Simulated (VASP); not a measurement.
## LiF: single point with LDA

Crystal: LiF.

```
CELL_PARAMETERS angstrom
3.04641 0.00000 0.00000
-1.52321 2.63827 0.00000
0.00000 0.00000 4.60923
ATOMIC_POSITIONS crystal
Li 0.33333 0.66667 0.35590
Li 0.66667 0.33333 0.85590
F 0.33333 0.66667 0.99102
F 0.66667 0.33333 0.49102
```

This cell differs from its parent crystal: atoms shifted along a free coordinate, c/a of the conventional cell at fixed volume 1.5130.

```json
{
 "Program": "VASP 6.6.1",
 "Task": "single point",
 "Functional": "LDA",
 "Potentials or basis": "VASP PAW LDA potentials, release 64 (Li_sv, F)",
 "Cutoff": "520 eV",
 "k mesh": "9 × 9 × 6",
 "Occupations": "gaussian, width 0.05 eV",
 "Spin": "no spin polarisation",
 "Dipole correction": "no",
 "Further INCAR settings": "ALGO = Normal; EDIFF = 1e-06; NBANDS = 18"
}
```

| Property | Result |
| --- | --- |
| Largest force | 0.865 eV/Å |
| Band gap on the k mesh | 7.94 eV |

Forces on the atoms (eV/Å):
```
Li   0.000  0.000  0.865
Li   0.000  0.000  0.865
F    0.000  0.000 -0.865
F    0.000  0.000 -0.865
```

Levels at points of the mesh, in eV from the valence-band top:
```tsv
k point	band 6	band 7	band 8	band 9	band 10	band 11	band 12	band 13	band 14	band 15
(0.00, 0.00, 0.00)	-0.45	-0.45	-0.02	-0.02	0.00	7.94	12.43	15.84	18.51	18.51
(0.00, 0.00, 0.50)	-1.15	-0.24	-0.24	-0.24	-0.24	9.62	9.62	18.45	18.45	18.80
```

Wall time 18 s on 1 thread of Intel(R) Xeon(R) Platinum 8259CL CPU @ 2.50GHz (Skylake/Cascade Lake), with other jobs on the host, peak memory 0.14 GiB.

 A k mesh can miss the band edges.
